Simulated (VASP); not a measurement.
# NaF (Villiaumite) (Fm-3m) in VASP: notebook

The runs below take NaF (Villiaumite) through single point, with LDA.

Program: VASP 6.6.1. These are calculated values, not measurements. Logs are shortened: lines on timing, memory, paths and dates and some standing lists are left out, and cuts for length are marked.

## Step 1: The cell of the first run

It takes space group Fm-3m (No. 225, cubic). Conventional cell: a = 4.640 Å, b = 4.640 Å, c = 4.640 Å, α = 90.00°, β = 90.00°, γ = 90.00°. Within 3.1 Å of Na (site symmetry m-3m) lie 6 F at 2.32 Å. F (site symmetry m-3m) has 6 Na at 2.32 Å within 3.1 Å.

## Step 2: Single point, LDA

The input, INCAR:

```
SYSTEM = NaF
  PREC = Accurate
  ENCUT = 520
  EDIFF = 1E-6
  ISMEAR = 0
  SIGMA = 0.1
  LREAL = .False.
  LASPH = .True.
  NELM = 80
  ALGO = Normal
  ISIF = 2
  LWAVE = .False.
  LCHARG = .False.
  GGA = CA
  NBANDS = 14
```

The input, KPOINTS:

```
Automatic mesh
0
Gamma
  6 6 6
  0 0 0
```

The input, POSCAR:

```
NaF
1.0
    0.0000000000      2.3200000000      2.3200000000
    2.3200000000      0.0000000000      2.3200000000
    2.3200000000      2.3200000000      0.0000000000
Na F
1 1
Direct
    0.0000000000      0.0000000000      0.0000000000
    0.5000000000      0.5000000000      0.5000000000
```

Potentials or basis: VASP PAW LDA potentials, release 64 (Na_pv, F).

The run is started by

```console
$ cat potpaw_LDA.64/Na_pv/POTCAR potpaw_LDA.64/F/POTCAR > POTCAR
$ mpirun -np 1 vasp_std > vasp.out
```

OUTCAR:

```text
SYSTEM = NaF
   PREC = Accurate
   ENCUT = 520
   EDIFF = 1E-6
   ISMEAR = 0
   LREAL = .False.
   LASPH = .True.
   NELM = 80
   ISIF = 2
   GGA = CA

 ion  position               nearest neighbor table
   1  0.000  0.000  0.000-   2 2.32   2 2.32   2 2.32   2 2.32   2 2.32   2 2.32
   2  0.500  0.500  0.500-   1 2.32   1 2.32   1 2.32   1 2.32   1 2.32   1 2.32

  LATTYP: Found a face centered cubic cell.
 ALAT       =     4.6400000000

  Lattice vectors:

 A1 = (   0.0000000000,   2.3200000000,   2.3200000000)
 A2 = (   2.3200000000,   0.0000000000,   2.3200000000)
 A3 = (   2.3200000000,   2.3200000000,   0.0000000000)

Analysis of symmetry for initial positions (statically):
=====================================================================
 Subroutine PRICEL returns:
 Original cell was already a primitive cell.

 Routine SETGRP: Setting up the symmetry group for a
 face centered cubic supercell.

 Subroutine GETGRP returns: Found 48 space group operations
 (whereof 48 operations were pure point group operations)
 out of a pool of 48 trial point group operations.

The static configuration has the point symmetry O_h .

Analysis of symmetry for dynamics (positions and initial velocities):
=====================================================================
 Subroutine PRICEL returns:
 Original cell was already a primitive cell.

 Routine SETGRP: Setting up the symmetry group for a
 face centered cubic supercell.

 Subroutine GETGRP returns: Found 48 space group operations
 (whereof 48 operations were pure point group operations)
 out of a pool of 48 trial point group operations.

The dynamic configuration has the point symmetry O_h .

 Subroutine INISYM returns: Found 48 space group operations
 (whereof 48 operations are pure point group operations),
 and found     1 'primitive' translations

----------------------------------------------------------------------------------------

                                     Primitive cell

  volume of cell :      24.9743

  direct lattice vectors                    reciprocal lattice vectors
     0.000000000  2.320000000  2.320000000    -0.215517241  0.215517241  0.215517241
     2.320000000  0.000000000  2.320000000     0.215517241 -0.215517241  0.215517241
     2.320000000  2.320000000  0.000000000     0.215517241  0.215517241 -0.215517241

  length of vectors
     3.280975465  3.280975465  3.280975465     0.373286812  0.373286812  0.373286812

  position of ions in fractional coordinates (direct lattice)
     0.000000000  0.000000000  0.000000000
     0.500000000  0.500000000  0.500000000

  ion indices of the primitive-cell ions
   primitive index   ion index
                 1           1
                 2           2

[... 76 lines left out ...]
   EFERMI =   0.00;   METHOD = LEGACY
   ISMEAR =     0;   SIGMA  =   0.10  broadening in eV -4-tet -1-fermi 0-gaus
   EFERMI_NEDOS =   21; number of points for ismear=-14 and -15
   IALGO  =     38    algorithm
   IMIX   =      4    mixing-type and parameters
     AMIX     =   0.40;   BMIX     =  1.00
     AMIX_MAG =   1.60;   BMIX_MAG =  1.00
  volume/ion in A,a.u.               =      12.49        84.27
  Fermi-wavevector in a.u.,A,eV,Ry     =   1.349852  2.550851 24.791186  1.822101
  Thomas-Fermi vector in A             =   2.477405
   LORBIT       =      0    0 simple, 1 ext, 2 COOP (PROOUT), +10 PAW based schemes
   GGA     = CA    functional components
   LHFCALC =     F    Hartree Fock is set to
   AEXX    =    0.0000 exact exchange contribution
   IVDW    =     0    specifies the selected vdW correction
   LEPSILON=     F    determine dielectric tensor
   LRPA    =     F    only Hartree local field effects (RPA)
 non-spin polarized calculation
 Gauss-broadening in eV      SIGMA  =   0.10
  energy-cutoff  :      520.00
  volume of cell :       24.97
 maximum number of plane-waves:       692
   NGX = 13   NGY = 13   NGZ = 13

 number of electron      13.9999978 magnetization

 Free energy of the ion-electron system (eV)
  ---------------------------------------------------
  ext. energy  EPLUGINS =         0.00000000
  ---------------------------------------------------
  free energy    TOTEN  =        -9.30272529 eV

  energy without entropy =       -9.30272529  energy(sigma->0) =       -9.30272529

 E-fermi :  -2.0265     XC(G=0):  -9.9246

 val. band max:       -2.5284357969   @ k =   0.0000   0.0000   0.0000
 cond. band min:       3.4064720718   @ k =   0.0000   0.0000   0.0000
 fundamental gap:      5.9349078687
 Fermi energy:        -2.0265194827

 k-point     1 :       0.0000    0.0000    0.0000
  band No.  band energies     occupation
      1     -21.3005      2.00000
      2     -21.3005      2.00000
      3     -21.3005      2.00000
      4     -21.2816      2.00000
      5      -2.5284      2.00000
      6      -2.5284      2.00000
      7      -2.5284      2.00000
      8       3.4065      0.00000
      9      15.9789      0.00000
     10      15.9789      0.00000
     11      15.9789      0.00000
     12      18.7815      0.00000
     13      21.0061      0.00000
     14      21.0061      0.00000
[... 241 lines left out ...]
      1     -21.6157      2.00000
      2     -21.4254      2.00000
      3     -21.3793      2.00000
      4     -20.7238      2.00000
      5      -3.6507      2.00000
      6      -3.2008      2.00000
      7      -3.0785      2.00000
      8      10.2137      0.00000
      9      10.2693      0.00000
     10      11.6457      0.00000
     11      14.7573      0.00000
     12      18.4402      0.00000
     13      23.0234      0.00000
     14      23.0875      0.00000

------------------------ aborting loop because EDIFF is reached ----------------------------------------

  FORCE on cell =-STRESS in cart. coord.  units (eV):
  Direction    XX          YY          ZZ          XY          YZ          ZX
  --------------------------------------------------------------------------------------
  -------------------------------------------------------------------------------------
  Total       -0.7124927     -0.7124927     -0.7124927     -0.0000000      0.0000000     -0.0000000
  in kB      -45.7085064    -45.7085064    -45.7085064     -0.0000000      0.0000000     -0.0000000
  external PRESSURE =     -45.7085064 kB  Pullay stress =       0.0000000 kB

 VOLUME and BASIS-vectors are now :
 -----------------------------------------------------------------------------
  energy-cutoff  :      520.00
  volume of cell :       24.97
      direct lattice vectors                 reciprocal lattice vectors
     0.000000000  2.320000000  2.320000000    -0.215517241  0.215517241  0.215517241
     2.320000000  0.000000000  2.320000000     0.215517241 -0.215517241  0.215517241
     2.320000000  2.320000000  0.000000000     0.215517241  0.215517241 -0.215517241

 POSITION                                       TOTAL-FORCE (eV/Angst)
 -----------------------------------------------------------------------------------
      0.00000      0.00000      0.00000         0.000000     -0.000000      0.000000
      2.32000      2.32000      2.32000        -0.000000      0.000000     -0.000000
 -----------------------------------------------------------------------------------
    total drift:                                0.000000     -0.000000      0.000000

  FREE ENERGIE OF THE ION-ELECTRON SYSTEM (eV)
  ---------------------------------------------------
  free  energy   TOTEN  =        -9.3027252914 eV

  energy  without entropy=       -9.3027252914  energy(sigma->0) =       -9.30272529
```

stdout:

```text
POSCAR found type information on POSCAR NaF
 POSCAR found :  2 types and       2 ions
 scaLAPACK will be used
 LDA part: xc-table for (Slater(with rela. corr.)+CA(PZ))
 , standard interpolation
 POSCAR, INCAR and KPOINTS ok, starting setup
 FFT: planning ... GRIDC
 FFT: planning ... GRID_SOFT
 FFT: planning ... GRID
 WAVECAR not read
 entering main loop
```

It took 1.8 s on 1 thread of Intel Xeon 6975P-C (Granite Rapids), shared host; peak memory 0.12 GiB.

What came out:

```yaml
Free_energy: -9.3027 eV
Pressure: -4.6 GPa
Band_gap_on_the_k_mesh: 5.93 eV, direct
```

Expect the measured gap to be larger: semilocal functionals such as LDA lack the derivative discontinuity.

## Step 3: Single point, LDA

This run uses another cell than the first one, of 11.42 Å³/atom, 0.914 times its volume.

The input, INCAR:

```
PREC     = Accurate       # precision mode
ENCUT    = 520            # plane-wave cutoff, eV
EDIFF    = 1E-6           # SCF threshold, eV
ISMEAR   = 0              # smearing method
SIGMA    = 0.02           # smearing width, eV
LREAL    = False          # projectors in reciprocal space
LASPH    = True           # aspherical terms in the spheres
NELM     = 60             # most SCF steps
ALGO     = Normal         # electronic algorithm
ISIF     = 2              # what is computed and relaxed
LWAVE    = False          # write WAVECAR
LCHARG   = False          # write CHGCAR
NBANDS   = 14             # bands
```

The input, KPOINTS:

```
regular mesh
0
Gamma
  8 8 8
```

The input, POSCAR:

```
NaF
1.0
    0.0000000000      2.2518000710      2.2518000710
    2.2518000710      0.0000000000      2.2518000710
    2.2518000710      2.2518000710      0.0000000000
Na F
1 1
Direct
    0.0000000000      0.0000000000      0.0000000000
    0.5000000000      0.5000000000      0.5000000000
```

Potentials or basis: VASP PAW LDA potentials, release 64 (Na_pv, F).

The run is started by

```console
$ cat potpaw_LDA.64/Na_pv/POTCAR potpaw_LDA.64/F/POTCAR > POTCAR
$ mpirun -np 1 vasp_std > vasp.out
```

Run time: 2.7 s. Hardware: 1 thread of Intel Xeon 6975P-C (Granite Rapids), shared host; peak memory 0.13 GiB.

The run converged. Its results:

* Free energy: -9.3326 eV
* Pressure: -0.1 GPa
* Band gap on the k mesh: 6.43 eV, direct

Levels at points of the mesh, in eV from the valence-band top:
| k point | band 4 | band 5 | band 6 | band 7 | band 8 | band 9 | band 10 | band 11 |
| --- | --- | --- | --- | --- | --- | --- | --- | --- |
| (0.00, 0.00, 0.00) | -18.52 | 0.00 | 0.00 | 0.00 | 6.43 | 19.12 | 19.12 | 19.12 |
| (0.50, 0.00, 0.00) | -17.60 | -1.86 | -0.31 | -0.31 | 10.91 | 12.83 | 20.59 | 20.59 |
| (0.50, 0.50, 0.00) | -18.58 | -1.47 | -0.46 | -0.46 | 13.10 | 13.46 | 14.10 | 20.44 |
